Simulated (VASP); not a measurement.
# LaOsN3 (Pm-3m) in VASP: single point with LDA+U

Aim: the single point of LaOsN3 with LDA+U.

All numbers are computed with VASP 6.6.1; they aren't measurements. Logs are shortened: lines on timing, memory, paths and dates and some standing lists are left out, and cuts for length are marked.

## (1) The cell of the first run

Symmetry: Pm-3m, No. 221, cubic system. Conventional cell: a = 3.951 Å, b = 3.951 Å, c = 3.951 Å, α = 90.00°, β = 90.00°, γ = 90.00°. La (site symmetry m-3m) has 12 N at 2.79 Å and 8 Os at 3.42 Å within 3.7 Å. N (site symmetry 4/mmm) has 2 Os at 1.98 Å within 2.6 Å. Os (site symmetry m-3m) has 6 N at 1.98 Å within 2.6 Å.

## (2) Single point, LDA+U, collinear spin, ferromagnetic start

The input, INCAR:

```
ALGO = Normal
EDIFF = 1E-6
ENCUT = 520
GGA = CA
ISIF = 2
ISMEAR = 0
ISPIN = 2
LASPH = True
LCHARG = False
LDAU = True
LDAUJ = 0 0 0
LDAUL = -1 -1 2
LDAUPRINT = 1
LDAUTYPE = 2
LDAUU = 0 0 3
LMAXMIX = 6
LORBIT = 11
LREAL = False
LWAVE = False
MAGMOM = 0 0.01 0.01 0.01 0.03
NBANDS = 29
NELM = 150
PREC = Accurate
SIGMA = 0.05
```

The input, KPOINTS:

```
k-points
0
Gamma
  5 5 5
```

The input, POSCAR:

```
LaOsN3
1.0
    3.9505559200      0.0000000000      0.0000000000
    0.0000000000      3.9505559200      0.0000000000
    0.0000000000      0.0000000000      3.9505559200
La N Os
1 3 1
Direct
    0.5000000000      0.5000000000      0.5000000000
    0.5000000000      0.0000000000      0.0000000000
    0.0000000000      0.5000000000      0.0000000000
    0.0000000000      0.0000000000      0.5000000000
    0.0000000000      0.0000000000      0.0000000000
```

Potentials or basis: VASP PAW LDA potentials, release 64 (La, N, Os).

Started as:

```console
$ cat potpaw_LDA.64/La/POTCAR potpaw_LDA.64/N/POTCAR potpaw_LDA.64/Os/POTCAR > POTCAR
$ mpirun -np 1 vasp_std > vasp.out
```

OUTCAR:

```text
EDIFF = 1E-6
   ENCUT = 520
   GGA = CA
   ISIF = 2
   ISMEAR = 0
   ISPIN = 2
   LASPH = True
   LORBIT = 11
   LREAL = False
   NELM = 150
   PREC = Accurate

 ion  position               nearest neighbor table
   1  0.500  0.500  0.500-   5 3.42   5 3.42   5 3.42   5 3.42   5 3.42   5 3.42   5 3.42   5 3.42

   2  0.500  0.000  0.000-   5 1.98   5 1.98
   3  0.000  0.500  0.000-   5 1.98   5 1.98
   4  0.000  0.000  0.500-   5 1.98   5 1.98
   5  0.000  0.000  0.000-   2 1.98   3 1.98   4 1.98   4 1.98   3 1.98   2 1.98   1 3.42   1 3.42
                             1 3.42   1 3.42   1 3.42   1 3.42   1 3.42   1 3.42

  LATTYP: Found a simple cubic cell.
 ALAT       =     3.9505559200

  Lattice vectors:

 A1 = (   3.9505559200,   0.0000000000,   0.0000000000)
 A2 = (   0.0000000000,   3.9505559200,   0.0000000000)
 A3 = (   0.0000000000,   0.0000000000,   3.9505559200)

Analysis of symmetry for initial positions (statically):
=====================================================================
 Subroutine PRICEL returns:
 Original cell was already a primitive cell.

 Routine SETGRP: Setting up the symmetry group for a
 simple cubic supercell.

 Subroutine GETGRP returns: Found 48 space group operations
 (whereof 48 operations were pure point group operations)
 out of a pool of 48 trial point group operations.

The static configuration has the point symmetry O_h .

Analysis of symmetry for dynamics (positions and initial velocities):
=====================================================================
 Subroutine PRICEL returns:
 Original cell was already a primitive cell.

 Routine SETGRP: Setting up the symmetry group for a
 simple cubic supercell.

 Subroutine GETGRP returns: Found 48 space group operations
 (whereof 48 operations were pure point group operations)
 out of a pool of 48 trial point group operations.

The dynamic configuration has the point symmetry O_h .

Analysis of structural, dynamic, and magnetic symmetry:
=====================================================================
 Subroutine PRICEL returns:
 Original cell was already a primitive cell.

 Routine SETGRP: Setting up the symmetry group for a
 simple cubic supercell.

 Subroutine GETGRP returns: Found 48 space group operations
 (whereof 48 operations were pure point group operations)
 out of a pool of 48 trial point group operations.

The overall configuration has the point symmetry O_h .

[... 163 lines left out ...]
  o =  0.6828  v =  1.0000  0.0000  0.0000  0.0000  0.0000  0.0000  0.0000  0.0000  0.0000  0.0000      0.0000  0.0000  0.0000  0.0000  0.0000  0.0000  0.0000  0.0000  0.0000  0.0000

 number of electron      34.0000004 magnetization       0.1215675

 Free energy of the ion-electron system (eV)
  ---------------------------------------------------
  ext. energy  EPLUGINS =         0.00000000
  ---------------------------------------------------
  free energy    TOTEN  =       -44.59484680 eV

  energy without entropy =      -44.58914628  energy(sigma->0) =      -44.59199654

 E-fermi :   8.6125     XC(G=0): -12.3795

 val. band max:        8.6030588289   @ k =   0.2000   0.0000   0.0000
 cond. band min:       8.6133294525   @ k =   0.4000   0.2000   0.2000
 fundamental gap:      0.0102706237
 Fermi energy:         8.6124565859

 spin component 1

 k-point     1 :       0.0000    0.0000    0.0000
  band No.  band energies     occupation
      1     -23.0263      1.00000
      2      -7.1646      1.00000
      3      -6.7240      1.00000
      4      -6.7240      1.00000
      5      -6.7240      1.00000
      6      -5.7046      1.00000
[... 309 lines left out ...]
     28      13.6115      0.00000
     29      13.6115      0.00000
 Fermi energy:         8.6124565859

 spin component 2

 k-point     1 :       0.0000    0.0000    0.0000
  band No.  band energies     occupation
      1     -23.0244      1.00000
      2      -7.1409      1.00000
      3      -6.7215      1.00000
      4      -6.7215      1.00000
      5      -6.7215      1.00000
      6      -5.6778      1.00000
[... 309 lines left out ...]
     28      13.6215      0.00000
     29      13.6215      0.00000

------------------------ aborting loop because EDIFF is reached ----------------------------------------

  FORCE on cell =-STRESS in cart. coord.  units (eV):
  Direction    XX          YY          ZZ          XY          YZ          ZX
  --------------------------------------------------------------------------------------
  -------------------------------------------------------------------------------------
  Total       -5.5763101     -5.5763101     -5.5763101     -0.0000000     -0.0000000      0.0000000
  in kB     -144.9048301   -144.9048301   -144.9048301     -0.0000000     -0.0000000      0.0000000
  external PRESSURE =    -144.9048301 kB  Pullay stress =       0.0000000 kB

 VOLUME and BASIS-vectors are now :
 -----------------------------------------------------------------------------
  energy-cutoff  :      520.00
  volume of cell :       61.66
      direct lattice vectors                 reciprocal lattice vectors
     3.950555920  0.000000000  0.000000000     0.253128932  0.000000000  0.000000000
     0.000000000  3.950555920  0.000000000     0.000000000  0.253128932  0.000000000
     0.000000000  0.000000000  3.950555920     0.000000000  0.000000000  0.253128932

 POSITION                                       TOTAL-FORCE (eV/Angst)
 -----------------------------------------------------------------------------------
      1.97528      1.97528      1.97528         0.000000      0.000000      0.000000
      1.97528      0.00000      0.00000         0.000000      0.000000      0.000000
      0.00000      1.97528      0.00000         0.000000      0.000000      0.000000
      0.00000      0.00000      1.97528         0.000000      0.000000      0.000000
      0.00000      0.00000      0.00000         0.000000      0.000000      0.000000
 -----------------------------------------------------------------------------------
    total drift:                                0.000000     -0.000000      0.000000

  FREE ENERGIE OF THE ION-ELECTRON SYSTEM (eV)
  ---------------------------------------------------
  free  energy   TOTEN  =       -44.5948468020 eV

  energy  without entropy=      -44.5891462793  energy(sigma->0) =      -44.59199654

 total charge

# of ion       s       p       d       f       tot
--------------------------------------------------
    1        2.014   5.661   0.583   0.255   8.512
    2        1.241   2.416   0.000   0.000   3.657
    3        1.241   2.416   0.000   0.000   3.657
    4        1.241   2.416   0.000   0.000   3.657
    5        0.671   1.073   6.407   0.000   8.151
--------------------------------------------------
tot          6.407  13.982   6.990   0.255  27.633

 magnetization (x)

# of ion       s       p       d       f       tot
--------------------------------------------------
    1       -0.000   0.001   0.001   0.001   0.003
    2        0.000   0.014   0.000   0.000   0.014
    3        0.000   0.014   0.000   0.000   0.014
    4        0.000   0.014   0.000   0.000   0.014
    5        0.001   0.001   0.066   0.000   0.067
--------------------------------------------------
tot          0.002   0.044   0.067   0.001   0.113
```

OSZICAR:

```text
N       E                     dE             d eps       ncg     rms          rms(c)
DAV:   1     0.269292491984E+03    0.26929E+03   -0.14151E+04  1351   0.177E+03
DAV:   2    -0.899961213974E+00   -0.27019E+03   -0.22501E+03  1236   0.329E+02
[... 17 lines left out ...]
DAV:  20    -0.445948439171E+02   -0.74088E-04   -0.30963E-04  1688   0.115E-01    0.211E-02
DAV:  21    -0.445948376843E+02    0.62329E-05   -0.54111E-05  1553   0.409E-02    0.147E-02
DAV:  22    -0.445948402194E+02   -0.25352E-05   -0.19980E-06  1096   0.980E-03    0.131E-02
DAV:  23    -0.445948448190E+02   -0.45996E-05   -0.65844E-06  1152   0.168E-02    0.851E-03
DAV:  24    -0.445948461794E+02   -0.13604E-05   -0.21832E-06  1115   0.956E-03    0.512E-03
DAV:  25    -0.445948468020E+02   -0.62262E-06   -0.11527E-06   937   0.775E-03
   1 F= -.44594847E+02 E0= -.44591997E+02  d E =-.570052E-02  mag=     0.1220
```

stdout:

```text
POSCAR found type information on POSCAR LaN Os
 POSCAR found :  3 types and       5 ions
 scaLAPACK will be used
 LDA part: xc-table for (Slater(with rela. corr.)+CA(PZ))
 , standard interpolation
 POSCAR, INCAR and KPOINTS ok, starting setup
 FFT: planning ... GRIDC
 FFT: planning ... GRID_SOFT
 FFT: planning ... GRID
 WAVECAR not read
 entering main loop
```

It took 30 s on 1 thread of Intel Xeon 6975P-C (Granite Rapids), shared host; peak memory 0.19 GiB.

Results:

- Free energy: -44.5948 eV
- Pressure: -14.5 GPa
- Net moment: 0.12 μB per cell
- Site moments: La +0.00; N +0.01; Os +0.07 μB
- Valence electrons inside the program's atomic spheres: La 8.51; N 3.66; Os 8.15

Levels at points of the mesh, in eV from the Fermi level:
Spin up:
```
           k point  band 15  band 16  band 17  band 18  band 19  band 20
(0.00, 0.00, 0.00)    -1.88    -1.88    -0.35    -0.35    -0.35     0.94
```
Spin down:
```tsv
k point	band 14	band 15	band 16	band 17	band 18	band 19	band 20	band 21
(0.00, 0.00, 0.00)	-1.86	-1.86	-1.86	-0.33	-0.33	-0.33	0.95	0.95
```

Eigenvalues of the final occupation matrices:
```csv
site,spin,trace,eigenvalues
site 5 d,1,3.29,0.62 0.62 0.68 0.68 0.68
site 5 d,2,3.22,0.62 0.62 0.66 0.66 0.66
```

Caveat: spin-orbit coupling is left out, which moves the levels of the heavy elements. The state reached can hang on the start; a lower one may exist.
